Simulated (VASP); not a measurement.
# Mg (P6_3/mmc) in VASP: notebook, part 2 of 2

VASP 6.6.1. Earlier steps stand in the parts before.

### Step 5. Single point, PBEsol

This run uses another cell than the first one, of 21.56 Å³/atom.

File INCAR:

```
ALGO = Fast
EDIFF = 1E-6
ENCUT = 520
GGA = PS
ISIF = 2
ISMEAR = -1
LASPH = T
LCHARG = F
LREAL = F
LWAVE = F
NBANDS = 12
NELM = 80
PREC = Accurate
SIGMA = 0.05
```

File KPOINTS:

```
k-points
0
Gamma
  10 10 3
```

File POSCAR:

```
Mg
1.0
    3.1145319950      0.0000000000      0.0000000000
   -1.5572659975      2.6972638285      0.0000000000
    0.0000000000      0.0000000000     10.2657773593
Mg
4
Direct
    0.6666666667      0.3333333333      0.7500000000
    0.0000000000      0.0000000000      0.5000000000
    0.3333333333      0.6666666667      0.2500000000
    0.0000000000      0.0000000000      0.0000000000
```

Potentials or basis: VASP PAW PBE potentials, release 64 (Mg).

Launch:

```sh
cat potpaw_PBE.64/Mg/POTCAR > POTCAR
mpirun -np 1 vasp_std > vasp.out
```

OUTCAR:

```text
EDIFF = 1E-6
   ENCUT = 520
   GGA = PS
   ISIF = 2
   ISMEAR = -1
   LASPH = T
   LREAL = F
   NELM = 80
   PREC = Accurate

 ion  position               nearest neighbor table
   1  0.667  0.333  0.750-   2 3.13   4 3.13   2 3.13   4 3.13   2 3.13   4 3.13
   2  0.000  0.000  0.500-   1 3.13   3 3.13   3 3.13   1 3.13   1 3.13   3 3.13
   3  0.333  0.667  0.250-   2 3.13   4 3.13   2 3.13   4 3.13   2 3.13   4 3.13
   4  0.000  0.000  0.000-   1 3.13   3 3.13   3 3.13   1 3.13   1 3.13   3 3.13

  LATTYP: Found a hexagonal cell.
 ALAT       =     3.1145319950
 C/A-ratio  =     3.2960898703

  Lattice vectors:

 A1 = (   3.1145319950,   0.0000000000,   0.0000000000)
 A2 = (  -1.5572659975,   2.6972638285,   0.0000000000)
 A3 = (   0.0000000000,   0.0000000000,  10.2657773593)

Analysis of symmetry for initial positions (statically):
=====================================================================
 Subroutine PRICEL returns:
 Original cell was already a primitive cell.

 Routine SETGRP: Setting up the symmetry group for a
 hexagonal supercell.

 Subroutine GETGRP returns: Found 24 space group operations
 (whereof 12 operations were pure point group operations)
 out of a pool of 24 trial point group operations.

The static configuration has the point symmetry D_3d.
 The point group associated with its full space group is D_6h.

Analysis of symmetry for dynamics (positions and initial velocities):
=====================================================================
 Subroutine PRICEL returns:
 Original cell was already a primitive cell.

 Routine SETGRP: Setting up the symmetry group for a
 hexagonal supercell.

 Subroutine GETGRP returns: Found 24 space group operations
 (whereof 12 operations were pure point group operations)
 out of a pool of 24 trial point group operations.

The dynamic configuration has the point symmetry D_3d.
 The point group associated with its full space group is D_6h.

 Subroutine INISYM returns: Found 24 space group operations
 (whereof 12 operations are pure point group operations),
 and found     1 'primitive' translations

----------------------------------------------------------------------------------------

                                     Primitive cell

  volume of cell :      86.2399

  direct lattice vectors                    reciprocal lattice vectors
     3.114531995  0.000000000  0.000000000     0.321075526  0.185373042  0.000000000
    -1.557265998  2.697263829  0.000000000     0.000000000  0.370746083  0.000000000
     0.000000000  0.000000000 10.265777359     0.000000000  0.000000000  0.097411035

  length of vectors
     3.114531995  3.114531995 10.265777359     0.370746083  0.370746083  0.097411035

  position of ions in fractional coordinates (direct lattice)
     0.666666667  0.333333333  0.750000000
     0.000000000  0.000000000  0.500000000
     0.333333333  0.666666667  0.250000000
     0.000000000  0.000000000  0.000000000

  ion indices of the primitive-cell ions
   primitive index   ion index
                 1           1
                 2           2
                 3           3
                 4           4

----------------------------------------------------------------------------------------

 KPOINTS: k-points

Automatic generation of k-mesh.
[... 46 lines left out ...]
  0.400000  0.100000  0.333333     24.000000
 [... further k-points ...]
   k-points           NKPTS =     28   k-points in BZ     NKDIM =     28   number of bands    NBANDS=     12
   number of dos      NEDOS =    301   number of ions     NIONS =      4
   total plane-waves  NPLWV =  46080
   dimension x,y,z NGX =    24 NGY =   24 NGZ =   80
   dimension x,y,z NGXF=    48 NGYF=   48 NGZF=  160
   ions per type =               4
   NGX,Y,Z   is equivalent  to a cutoff of  12.81, 12.81, 12.96 a.u.
   NGXF,Y,Z  is equivalent  to a cutoff of  25.62, 25.62, 25.91 a.u.
 SYSTEM =  unknown system
   PREC   = accura    normal or accurate (medium, high low for compatibility)
   ISTART =      0    job   : 0-new  1-cont  2-samecut
   ICHARG =      2    charge: 1-file 2-atom 10-const
   ISPIN  =      1    spin polarized calculation?
   LNONCOLLINEAR =      F non collinear calculations
   LSORBIT =      F    spin-orbit coupling
   LASPH  =      T    aspherical Exc in radial PAW
   ENCUT  =  520.0 eV  38.22 Ry    6.18 a.u.   5.79  5.79 19.09*2*pi/ulx,y,z
   NELM   =     80;   NELMIN=  2; NELMDL= -5     # of ELM steps
   EDIFF  = 0.1E-05   stopping-criterion for ELM
   LREAL  =      F    real-space projection
   EDIFFG = 0.1E-04   stopping-criterion for IOM
   NSW    =      0    number of steps for IOM
   IBRION =     -1    ionic relax: 0-MD 1-quasi-New 2-CG
   NFREE  =      0    steps in history (QN), initial steepest desc. (CG)
   ISIF   =      2    stress and relaxation
   ISYM   =      2    0-nonsym 1-usesym 2-fastsym
   POTIM  = 0.5000    time-step for ionic-motion
   TEBEG  =    0.0;   TEEND  =   0.0 temperature during run
   PSTRESS=    0.0 pullay stress
   NELECT =       8.0000    total number of electrons
   NUPDOWN=      -1.0000    fix difference up-down
   EMIN   =  10.00;   EMAX   =-10.00  energy-range for DOS
   EFERMI =   0.00;   METHOD = LEGACY
   ISMEAR =    -1;   SIGMA  =   0.05  broadening in eV -4-tet -1-fermi 0-gaus
   EFERMI_NEDOS =   21; number of points for ismear=-14 and -15
   IALGO  =     68    algorithm
   IMIX   =      4    mixing-type and parameters
     AMIX     =   0.40;   BMIX     =  1.00
     AMIX_MAG =   1.60;   BMIX_MAG =  1.00
  volume/ion in A,a.u.               =      21.56       145.49
  Fermi-wavevector in a.u.,A,eV,Ry     =   0.741086  1.400450  7.472441  0.549209
  Thomas-Fermi vector in A             =   1.835643
   LORBIT       =      0    0 simple, 1 ext, 2 COOP (PROOUT), +10 PAW based schemes
   GGA     = PS    functional components
   LHFCALC =     F    Hartree Fock is set to
   AEXX    =    0.0000 exact exchange contribution
   IVDW    =     0    specifies the selected vdW correction
   LEPSILON=     F    determine dielectric tensor
   LRPA    =     F    only Hartree local field effects (RPA)
 non-spin polarized calculation
 RMM-DIIS sequential band-by-band and
  energy-cutoff  :      520.00
  volume of cell :       86.24
 maximum number of plane-waves:      2339
 NGX is ok and might be reduce to    24
   NGX = 11   NGY = 11   NGZ = 39

 number of electron       8.0000000 magnetization

 Free energy of the ion-electron system (eV)
  ---------------------------------------------------
  ext. energy  EPLUGINS =         0.00000000
  ---------------------------------------------------
  free energy    TOTEN  =        -6.85261879 eV

  energy without entropy =       -6.83536131  energy(sigma->0) =       -6.84399005

 E-fermi :   3.0442     XC(G=0):  -8.7331

 val. band max:        3.0152225706   @ k =   0.4000   0.2000   0.0000
 cond. band min:       3.0452543817   @ k =   0.3000   0.3000   0.0000
 fundamental gap:      0.0300318111
 Fermi energy:         3.0442258934

 k-point     1 :       0.0000    0.0000    0.0000
  band No.  band energies     occupation
      1      -4.2788      2.00000
      2      -2.8587      2.00000
      3      -2.8559      2.00000
      4       1.0539      2.00000
      5       1.5490      2.00000
      6       7.9043      0.00000
      7       7.9123      0.00000
      8      14.4205      0.00000
      9      14.4205      0.00000
     10      14.5667      0.00000
     11      14.5670      0.00000
     12      15.1647      0.00000
[... 331 lines left out ...]
 k-point    24 :       0.4000    0.1000    0.3333
  band No.  band energies     occupation
      1       0.1216      2.00000
      2       0.5682      2.00000
      3       2.0088      2.00000
      4       2.1640      2.00000
      5       2.8177      1.97870
      6       3.7157      0.00000
      7       4.4399      0.00000
      8       5.6402      0.00000
      9       7.0562      0.00000
     10       7.8891      0.00000
     11       8.5821      0.00000
     12       9.2644      0.00000

 [... further k-points ...]
[... 5 lines left out ...]
  --------------------------------------------------------------------------------------
  -------------------------------------------------------------------------------------
  Total        1.0726734      1.0726734      1.0751438     -0.0000000     -0.0000000     -0.0000000
  in kB       19.9282896     19.9282896     19.9741852     -0.0000000     -0.0000000     -0.0000000
  external PRESSURE =      19.9435881 kB  Pullay stress =       0.0000000 kB

 VOLUME and BASIS-vectors are now :
 -----------------------------------------------------------------------------
  energy-cutoff  :      520.00
  volume of cell :       86.24
      direct lattice vectors                 reciprocal lattice vectors
     3.114531995  0.000000000  0.000000000     0.321075526  0.185373042  0.000000000
    -1.557265998  2.697263829  0.000000000     0.000000000  0.370746083  0.000000000
     0.000000000  0.000000000 10.265777359     0.000000000  0.000000000  0.097411035

 POSITION                                       TOTAL-FORCE (eV/Angst)
 -----------------------------------------------------------------------------------
      1.55727      0.89909      7.69933         0.000000     -0.000000      0.000000
      0.00000      0.00000      5.13289         0.000000      0.000000      0.000000
     -0.00000      1.79818      2.56644         0.000000      0.000000     -0.000000
      0.00000      0.00000      0.00000        -0.000000      0.000000      0.000000
 -----------------------------------------------------------------------------------
    total drift:                                0.000000     -0.000000      0.000000

  FREE ENERGIE OF THE ION-ELECTRON SYSTEM (eV)
  ---------------------------------------------------
  free  energy   TOTEN  =        -6.8526187896 eV

  energy  without entropy=       -6.8353613067  energy(sigma->0) =       -6.84399005
```

OSZICAR:

```text
N       E                     dE             d eps       ncg     rms          rms(c)
DAV:   1     0.277136244419E+01    0.27714E+01   -0.25904E+03   672   0.475E+02
DAV:   2    -0.661890209555E+01   -0.93903E+01   -0.90682E+01   820   0.558E+01
DAV:   3    -0.689109276427E+01   -0.27219E+00   -0.26327E+00   920   0.712E+00
DAV:   4    -0.689305681407E+01   -0.19640E-02   -0.19631E-02   848   0.605E-01
DAV:   5    -0.689307461278E+01   -0.17799E-04   -0.17798E-04   880   0.669E-02    0.131E+00
RMM:   6    -0.687135148855E+01    0.21723E-01   -0.98018E-04   689   0.213E-01    0.831E-01
RMM:   7    -0.685261890936E+01    0.18733E-01   -0.41296E-03   723   0.416E-01    0.392E-02
RMM:   8    -0.685261902395E+01   -0.11460E-06   -0.17924E-04   758   0.986E-02    0.827E-03
RMM:   9    -0.685261851408E+01    0.50988E-06   -0.13163E-05   807   0.258E-02    0.166E-03
RMM:  10    -0.685261878958E+01   -0.27550E-06   -0.21490E-06   751   0.910E-03
   1 F= -.68526188E+01 E0= -.68439900E+01  d E =-.172575E-01
```

stdout:

```text
POSCAR found type information on POSCAR Mg
 POSCAR found :  1 types and       4 ions
 scaLAPACK will be used
 -----------------------------------------------------------------------------
|                                                                             |
|                                                                             |
|     You enforced a specific xc type in the INCAR file but a different       |
|     I HOPE YOU KNOW WHAT YOU ARE DOING!                                     |
|                                                                             |
 -----------------------------------------------------------------------------

 LDA part: xc-table for (Slater+PW92), standard interpolation
 POSCAR, INCAR and KPOINTS ok, starting setup
 FFT: planning ... GRIDC
 FFT: planning ... GRID_SOFT
 FFT: planning ... GRID
 WAVECAR not read
 entering main loop
```

It took 9.8 s on 1 thread of Intel Xeon 6975P-C (Granite Rapids), shared host; peak memory 0.2 GiB.

What came out:

* Free energy: -6.8526 eV
* Pressure: 2.0 GPa
* Band gap on the k mesh: zero (bands 4 and 5 overlap by 1.95 eV)

Caveat: the PAW data sets were made with another functional, which shifts forces and pressure a little.

### Step 6. The runs side by side

```tsv
cell	gap on the mesh (eV)	pressure (GPa)
a = 2.876, b = 2.876, c = 9.339 Å, angles 90.0, 90.0, 120.0°, 4 atoms	none	20.2
a = 2.986, b = 2.986, c = 9.711 Å, angles 90.0, 90.0, 120.0°, 4 atoms	none	10.1
a = 3.055, b = 3.055, c = 10.046 Å, angles 90.0, 90.0, 120.0°, 4 atoms	none	5.0
a = 3.115, b = 3.115, c = 10.266 Å, angles 90.0, 90.0, 120.0°, 4 atoms	none	2.0
```

Alike in all rows: task single point; level PBEsol; potentials or basis VASP PAW PBE potentials, release 64 (Mg); no spin polarisation; k mesh 10 × 10 × 3; cutoff (eV) 520; smearing fermi-dirac 0.05 eV.

Caveats: the PAW data sets were made with another functional, which shifts forces and pressure a little; the cell stands under pressure (at least some runs).

Absolute energies hang on the potentials; compare differences alone.
